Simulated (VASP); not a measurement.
Write the native input for VASP 6.6.1 that does the following.

```
Task                   : single point
Functional             : r2SCAN
Potentials or basis    : VASP PAW PBE potentials, release 64 (Cu, Au)
Cutoff                 : 520 eV
k mesh                 : 8 × 8 × 8
Occupations            : fermi-dirac, width 0.1 eV
Spin                   : no spin polarisation
Dipole correction      : no
Further INCAR settings : ALGO = Normal; EDIFF = 1e-06; NBANDS = 30
```

The system is CuAu3.

```xyz
4
Lattice="3.9297 0.0000 0.0000 0.0000 3.9297 0.0000 0.0000 0.0000 3.9297" Properties=species:S:1:pos:R:3 pbc="T T T"
Cu    0.0000    0.0000    0.0000
Au    0.0000    1.9649    1.9649
Au    1.9649    0.0000    1.9649
Au    1.9649    1.9649    0.0000
```

One way to write it, as run:

POSCAR

```
CuAu3
1.0
    3.9297153700      0.0000000000      0.0000000000
    0.0000000000      3.9297153700      0.0000000000
    0.0000000000      0.0000000000      3.9297153700
Cu Au
1 3
Direct
    0.0000000000      0.0000000000      0.0000000000
    0.0000000000      0.5000000000      0.5000000000
    0.5000000000      0.0000000000      0.5000000000
    0.5000000000      0.5000000000      0.0000000000
```

INCAR.step1

```
PREC = Accurate ; ENCUT = 520
ISMEAR = -1 ; SIGMA = 0.1
LREAL = False ; LASPH = True
NELM = 100 ; NBANDS = 30
GGA = PE ; ALGO = Normal
EDIFF = 1E-4 ; LWAVE = True
LCHARG = False
```

INCAR.step2

```
PREC = Accurate ; ENCUT = 520
EDIFF = 1E-6 ; ISMEAR = -1
SIGMA = 0.1 ; LREAL = False
LASPH = True ; NELM = 100
ALGO = Normal ; ISIF = 2
LWAVE = False ; LCHARG = False
METAGGA = R2SCAN ; LMIXTAU = True
NBANDS = 30 ; ISTART = 1
```

KPOINTS

```
regular mesh
0
Gamma
  8 8 8
```

Potentials or basis: VASP PAW PBE potentials, release 64 (Cu, Au).

The run is started by

```sh
$ cat potpaw_PBE.64/Cu/POTCAR potpaw_PBE.64/Au/POTCAR > POTCAR
$ cp INCAR.step1 INCAR
$ mpirun -np 1 vasp_std > vasp.out
$ cp INCAR.step2 INCAR
$ mpirun -np 1 vasp_std > vasp.out
```

Results of the run:

* Pressure: 11.9 GPa
* Band gap on the k mesh: zero (bands 22 and 23 overlap by 2.28 eV)

Caveat: the cell stands under pressure; the PAW data sets were made with another functional, which shifts forces and pressure a little; spin-orbit coupling is left out, which moves the levels of the heavy elements.

It took 4.5 min on 1 thread of Intel Xeon 8259CL, on a shared host, peak memory 0.21 GiB.
